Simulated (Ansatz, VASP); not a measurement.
## Two plane-wave programs on Cu3As2

```
Cu As
1.0
     3.99857    0.00000    0.00000
    -1.99929    3.46287    0.00000
     0.00000    0.00000    6.75923
Cu As
3 2
Direct
  0.00000 0.00000 0.08461
  0.33333 0.66667 0.65064
  0.66667 0.33333 0.20353
  0.33333 0.66667 0.01148
  0.66667 0.33333 0.54974
```

Change from the starting cell: ordered vacancies on the anion sites of zinc blende (P3m1, No. 156).

Alike in both runs: functional PBE; k mesh 6 × 6 × 2; occupations gaussian, width 0.1 eV; no spin polarisation.

Ansatz relaxed the structure, and its values are those at the end. VASP's run is a single point on that final structure, the one shown.

```csv
,VASP,Ansatz
version,VASP 6.6.1,Ansatz 0.2.0
potentials or method,"VASP PAW PBE potentials, release 64 (Cu, As), cutoff 520 eV","scalar-relativistic, plane waves, PAW"
valence electrons in the cell,43,87
```

Ansatz gave:

* gap on the k mesh at the Fermi level (eV): none
* pressure (GPa): 0.0

Q: Which values does VASP return?

A: gap on the k mesh at the Fermi level (eV): none; pressure (GPa): 0.3.

A gap of «none» marks a metal or a gap that the smearing closes. VASP's potentials hold 43 valence electrons a cell and Ansatz's 87, so a difference there can come from the potentials and not from the codes.

The k mesh is coarse, so the values compare programs but aren't converged.
